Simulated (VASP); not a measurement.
# GaAs (F-43m) in VASP: single point with HSE06

Aim: the single point of GaAs with HSE06.

All numbers are computed with VASP 6.6.1; they aren't measurements. Logs are shortened: lines on timing, memory, paths and dates and some standing lists are left out, and cuts for length are marked.

## 1. The cell of the first run

Symmetry: F-43m, No. 216, cubic system. Conventional cell: a = 5.603 Å, b = 5.603 Å, c = 5.603 Å, α = 90.00°, β = 90.00°, γ = 90.00°. Ga (site symmetry -43m) has 4 As at 2.43 Å within 3.2 Å. As (site symmetry -43m) has 4 Ga at 2.43 Å within 3.2 Å.

## 2. Single point, HSE06

Input file POSCAR:

```
GaAs
1.0
    0.0000000000      2.8016907859      2.8016907859
    2.8016907859      0.0000000000      2.8016907859
    2.8016907859      2.8016907859      0.0000000000
Ga As
1 1
Direct
    0.0000000000      0.0000000000      0.0000000000
    0.7500000000      0.7500000000      0.7500000000
```

Input file INCAR.step1:

```
SYSTEM = GaAs
  PREC = Accurate
  ENCUT = 520
  EDIFF = 1E-5
  ISMEAR = 0
  SIGMA = 0.01
  LREAL = .False.
  LASPH = .True.
  NELM = 100
  ALGO = Normal
  ISIF = 2
  LWAVE = .True.
  LCHARG = .False.
  GGA = PE
  NBANDS = 16
```

Input file INCAR.step2:

```
SYSTEM = GaAs
  PREC = Accurate
  ENCUT = 520
  EDIFF = 1E-6
  ISMEAR = 0
  SIGMA = 0.01
  LREAL = .False.
  LASPH = .True.
  NELM = 100
  ALGO = Normal
  ISIF = 2
  LWAVE = .False.
  LCHARG = .False.
  GGA = PE
  LHFCALC = .True.
  HFSCREEN = 0.2079
  PRECFOCK = Normal
  ISTART = 1
  NBANDS = 16
```

Input file KPOINTS:

```
Automatic mesh
0
Gamma
  6 6 6
  0 0 0
```

Potentials or basis: VASP PAW PBE potentials, release 64 (Ga_d, As).

Command:

```bash
> cat potpaw_PBE.64/Ga_d/POTCAR potpaw_PBE.64/As/POTCAR > POTCAR
> cp INCAR.step1 INCAR
> mpirun -np 1 vasp_std > vasp.out
> cp INCAR.step2 INCAR
> mpirun -np 1 vasp_std > vasp.out
```

OUTCAR:

```text
SYSTEM = GaAs
   PREC = Accurate
   ENCUT = 520
   EDIFF = 1E-6
   ISMEAR = 0
   LREAL = .False.
   LASPH = .True.
   NELM = 100
   ISIF = 2
   GGA = PE
   LHFCALC = .True.
   HFSCREEN = 0.2079
   PRECFOCK = Normal
   ISTART = 1

 ion  position               nearest neighbor table
   1  0.000  0.000  0.000-   2 2.43   2 2.43   2 2.43   2 2.43
   2  0.750  0.750  0.750-   1 2.43   1 2.43   1 2.43   1 2.43

  LATTYP: Found a face centered cubic cell.
 ALAT       =     5.6033815718

  Lattice vectors:

 A1 = (   0.0000000000,   2.8016907859,   2.8016907859)
 A2 = (   2.8016907859,   0.0000000000,   2.8016907859)
 A3 = (   2.8016907859,   2.8016907859,   0.0000000000)

Analysis of symmetry for initial positions (statically):
=====================================================================
 Subroutine PRICEL returns:
 Original cell was already a primitive cell.

 Routine SETGRP: Setting up the symmetry group for a
 face centered cubic supercell.

 Subroutine GETGRP returns: Found 24 space group operations
 (whereof 24 operations were pure point group operations)
 out of a pool of 48 trial point group operations.

The static configuration has the point symmetry T_d .

Analysis of symmetry for dynamics (positions and initial velocities):
=====================================================================
 Subroutine PRICEL returns:
 Original cell was already a primitive cell.

 Routine SETGRP: Setting up the symmetry group for a
 face centered cubic supercell.

 Subroutine GETGRP returns: Found 24 space group operations
 (whereof 24 operations were pure point group operations)
 out of a pool of 48 trial point group operations.

The dynamic configuration has the point symmetry T_d .

 Subroutine INISYM returns: Found 24 space group operations
 (whereof 24 operations are pure point group operations),
 and found     1 'primitive' translations

----------------------------------------------------------------------------------------

                                     Primitive cell

  volume of cell :      43.9836

  direct lattice vectors                    reciprocal lattice vectors
     0.000000000  2.801690786  2.801690786    -0.178463663  0.178463663  0.178463663
     2.801690786  0.000000000  2.801690786     0.178463663 -0.178463663  0.178463663
     2.801690786  2.801690786  0.000000000     0.178463663  0.178463663 -0.178463663

  length of vectors
     3.962189107  3.962189107  3.962189107     0.309108131  0.309108131  0.309108131

  position of ions in fractional coordinates (direct lattice)
     0.000000000  0.000000000  0.000000000
     0.750000000  0.750000000  0.750000000

  ion indices of the primitive-cell ions
   primitive index   ion index
                 1           1
                 2           2

----------------------------------------------------------------------------------------

 KPOINTS: Automatic mesh

Automatic generation of k-mesh.
 Grid dimensions read from file:
 generate k-points for:    6    6    6

 Generating k-lattice:

  Cartesian coordinates                     Fractional coordinates (reciprocal lattice)
    -0.029743944  0.029743944  0.029743944     0.166666667  0.000000000  0.000000000
     0.029743944 -0.029743944  0.029743944     0.000000000  0.166666667  0.000000000
     0.029743944  0.029743944 -0.029743944     0.000000000  0.000000000  0.166666667

  Length of vectors
     0.051518022  0.051518022  0.051518022

  Shift w.r.t. Gamma in fractional coordinates (k-lattice)
     0.000000000  0.000000000  0.000000000

 Subroutine IBZKPT returns following result:
 ===========================================

 Found     16 irreducible k-points:

 Following reciprocal coordinates:
            Coordinates               Weight
  0.000000  0.000000  0.000000      1.000000
  0.166667  0.000000  0.000000      8.000000
  0.333333  0.000000  0.000000      8.000000
  0.500000  0.000000  0.000000      4.000000
  0.166667  0.166667  0.000000      6.000000
  0.333333  0.166667  0.000000     24.000000
[... 8 lines left out ...]
 -0.333333  0.333333  0.166667     24.000000
 -0.333333  0.500000  0.166667     12.000000
   k-points           NKPTS =     16   k-points in BZ     NKDIM =    216   number of bands    NBANDS=     16
   number of dos      NEDOS =    301   number of ions     NIONS =      2
   total plane-waves  NPLWV =  27000
   dimension x,y,z NGX =    30 NGY =   30 NGZ =   30
   dimension x,y,z NGXF=    60 NGYF=   60 NGZF=   60
   ions per type =               1   1
   NGX,Y,Z   is equivalent  to a cutoff of  12.59, 12.59, 12.59 a.u.
   NGXF,Y,Z  is equivalent  to a cutoff of  25.17, 25.17, 25.17 a.u.
 SYSTEM =  GaAs
   PREC   = accura    normal or accurate (medium, high low for compatibility)
   ISTART =      1    job   : 0-new  1-cont  2-samecut
   ICHARG =      0    charge: 1-file 2-atom 10-const
   ISPIN  =      1    spin polarized calculation?
   LNONCOLLINEAR =      F non collinear calculations
   LSORBIT =      F    spin-orbit coupling
   LASPH  =      T    aspherical Exc in radial PAW
   ENCUT  =  520.0 eV  38.22 Ry    6.18 a.u.   7.37  7.37  7.37*2*pi/ulx,y,z
   NELM   =    100;   NELMIN=  2; NELMDL=  0     # of ELM steps
   EDIFF  = 0.1E-05   stopping-criterion for ELM
   LREAL  =      F    real-space projection
   EDIFFG = 0.1E-04   stopping-criterion for IOM
   NSW    =      0    number of steps for IOM
   IBRION =     -1    ionic relax: 0-MD 1-quasi-New 2-CG
   NFREE  =      0    steps in history (QN), initial steepest desc. (CG)
   ISIF   =      2    stress and relaxation
   ISYM   =      3    0-nonsym 1-usesym 2-fastsym
   POTIM  = 0.5000    time-step for ionic-motion
   TEBEG  =    0.0;   TEEND  =   0.0 temperature during run
   PSTRESS=    0.0 pullay stress
   NELECT =      18.0000    total number of electrons
   NUPDOWN=      -1.0000    fix difference up-down
   EMIN   =  10.00;   EMAX   =-10.00  energy-range for DOS
   EFERMI =   0.00;   METHOD = LEGACY
   ISMEAR =     0;   SIGMA  =   0.01  broadening in eV -4-tet -1-fermi 0-gaus
   EFERMI_NEDOS =   21; number of points for ismear=-14 and -15
   IALGO  =     38    algorithm
   IMIX   =      1    mixing-type and parameters
     AMIX     =   0.40;   BMIX     =  1.00
     AMIX_MAG =   1.60;   BMIX_MAG =  1.00
  volume/ion in A,a.u.               =      21.99       148.41
  Fermi-wavevector in a.u.,A,eV,Ry     =   1.215445  2.296859 20.099990  1.477308
  Thomas-Fermi vector in A             =   2.350832
   LORBIT       =      0    0 simple, 1 ext, 2 COOP (PROOUT), +10 PAW based schemes
   GGA     = PE    functional components
   LHFCALC =     T    Hartree Fock is set to
   PRECFOCK=normal    Normal, Fast or Accurate (Low or Medium for compatibility)
   ENCUT4O =  -1.0   cutoff for four orbital integrals eV
   NKREDX  =     1    reduce k-point grid by
   NKREDY  =     1    reduce k-point grid by
   NKREDZ  =     1    reduce k-point grid by
   AEXX    =    0.2500 exact exchange contribution
   HFSCREEN=    0.2079 screening length (either q_TF or 0.3 A-1)
   HFSCREENC=   0.2079 screening length for correlation (either q_TF or 0.3 A-1)
   ENCUTFOCK=  -1.0 apply spherical cutoff to Coloumb kernel
   IVDW    =     0    specifies the selected vdW correction
   LEPSILON=     F    determine dielectric tensor
   LRPA    =     F    only Hartree local field effects (RPA)
 non-spin polarized calculation
 Gauss-broadening in eV      SIGMA  =   0.01
  energy-cutoff  :      520.00
  volume of cell :       43.98
 maximum number of plane-waves:      1243
 NGX is ok and might be reduce to    30
  NGX = 24; NGY = 24; NGZ = 24

 number of electron      18.0000013 magnetization

 Free energy of the ion-electron system (eV)
  ---------------------------------------------------
  ext. energy  EPLUGINS =         0.00000000
  ---------------------------------------------------
  free energy    TOTEN  =        -9.83109854 eV

  energy without entropy =       -9.83109854  energy(sigma->0) =       -9.83109854

 E-fermi :   3.8615     XC(G=0):  -8.0609

 val. band max:        3.7594648631   @ k =   0.0000   0.0000   0.0000
 cond. band min:       5.4078477300   @ k =   0.0000   0.0000   0.0000
 fundamental gap:      1.6483828668
 Fermi energy:         3.8614964880

 k-point     1 :       0.0000    0.0000    0.0000
  band No.  band energies     occupation
      1     -13.6466      2.00000
      2     -13.6466      2.00000
      3     -13.6466      2.00000
      4     -13.5592      2.00000
      5     -13.5592      2.00000
      6     -10.4102      2.00000
[... 8 lines left out ...]
     15      14.9288      0.00000
     16      14.9288      0.00000

 k-point     2 :       0.1667    0.0000    0.0000
  band No.  band energies     occupation
      1     -13.6624      2.00000
      2     -13.6407      2.00000
      3     -13.6407      2.00000
      4     -13.5595      2.00000
      5     -13.5595      2.00000
      6     -10.0533      2.00000
[... 8 lines left out ...]
     15      13.7549      0.00000
     16      13.8387      0.00000

 k-point     3 :       0.3333    0.0000    0.0000
  band No.  band energies     occupation
      1     -13.6921      2.00000
      2     -13.6306      2.00000
      3     -13.6306      2.00000
      4     -13.5582      2.00000
      5     -13.5582      2.00000
      6      -9.1166      2.00000
[... 8 lines left out ...]
     15      14.4834      0.00000
     16      14.4834      0.00000

 k-point     4 :       0.5000    0.0000    0.0000
  band No.  band energies     occupation
      1     -13.7062      2.00000
      2     -13.6266      2.00000
      3     -13.6266      2.00000
      4     -13.5565      2.00000
      5     -13.5565      2.00000
      6      -8.4037      2.00000
[... 8 lines left out ...]
     15      16.9431      0.00000
     16      16.9431      0.00000
[... 172 lines left out ...]
 k-point    14 :       0.5000    0.3333    0.1667
  band No.  band energies     occupation
      1     -13.7135      2.00000
      2     -13.6193      2.00000
      3     -13.6125      2.00000
      4     -13.5697      2.00000
      5     -13.5539      2.00000
      6      -8.3555      2.00000
[... 8 lines left out ...]
     15      16.2101      0.00000
     16      18.3266      0.00000

 k-point    15 :      -0.3333    0.3333    0.1667
  band No.  band energies     occupation
      1     -13.7194      2.00000
      2     -13.6187      2.00000
      3     -13.6074      2.00000
      4     -13.5677      2.00000
      5     -13.5562      2.00000
      6      -7.7669      2.00000
[... 8 lines left out ...]
     15      17.2679      0.00000
     16      17.9213      0.00000

 k-point    16 :      -0.3333    0.5000    0.1667
  band No.  band energies     occupation
      1     -13.7283      2.00000
      2     -13.6110      2.00000
      3     -13.6008      2.00000
      4     -13.5748      2.00000
      5     -13.5527      2.00000
      6      -7.4944      2.00000
[... 8 lines left out ...]
     15      17.4068      0.00000
     16      18.4653      0.00000

------------------------ aborting loop because EDIFF is reached ----------------------------------------

  FORCE on cell =-STRESS in cart. coord.  units (eV):
  Direction    XX          YY          ZZ          XY          YZ          ZX
  --------------------------------------------------------------------------------------
  -------------------------------------------------------------------------------------
  Total        0.8748420      0.8748420      0.8748420     -0.0000000      0.0000000      0.0000000
  in kB       31.8676176     31.8676176     31.8676176     -0.0000000      0.0000000      0.0000000
  external PRESSURE =      31.8676176 kB  Pullay stress =       0.0000000 kB

 VOLUME and BASIS-vectors are now :
 -----------------------------------------------------------------------------
  energy-cutoff  :      520.00
  volume of cell :       43.98
      direct lattice vectors                 reciprocal lattice vectors
     0.000000000  2.801690786  2.801690786    -0.178463663  0.178463663  0.178463663
     2.801690786  0.000000000  2.801690786     0.178463663 -0.178463663  0.178463663
     2.801690786  2.801690786  0.000000000     0.178463663  0.178463663 -0.178463663

 POSITION                                       TOTAL-FORCE (eV/Angst)
 -----------------------------------------------------------------------------------
      0.00000      0.00000      0.00000         0.000000      0.000000      0.000000
      4.20254      4.20254      4.20254        -0.000000     -0.000000     -0.000000
 -----------------------------------------------------------------------------------
    total drift:                                0.000042      0.000040      0.000030

  FREE ENERGIE OF THE ION-ELECTRON SYSTEM (eV)
  ---------------------------------------------------
  free  energy   TOTEN  =        -9.8310985362 eV

  energy  without entropy=       -9.8310985362  energy(sigma->0) =       -9.83109854
```

Run time: 21 min. Hardware: 1 thread of Intel Xeon 6975P-C (Granite Rapids), shared host; peak memory 0.29 GiB.

Results:

| Property | Result |
| --- | --- |
| Free energy | -9.8311 eV |
| Pressure | 3.2 GPa |
| Band gap on the k mesh | 1.65 eV |

Levels at points of the mesh, in eV from the valence-band top:
```
           k point  band 5  band 6  band 7  band 8  band 9  band 10  band 11  band 12  band 13  band 14
(0.00, 0.00, 0.00)  -17.32  -14.17    0.00    0.00    0.00     1.65     4.55     4.55     4.55     8.67
(0.50, 0.00, 0.00)  -17.32  -12.16   -7.36   -1.27   -1.27     1.86     5.47     5.47     8.68    11.80
(0.50, 0.50, 0.00)  -17.31  -11.30   -7.51   -3.00   -3.00     2.02     2.32    11.75    11.75    12.51
```

Caveat: the cell stands under pressure; the PAW data sets were made with another functional, which shifts forces and pressure a little. A k mesh can miss the band edges.
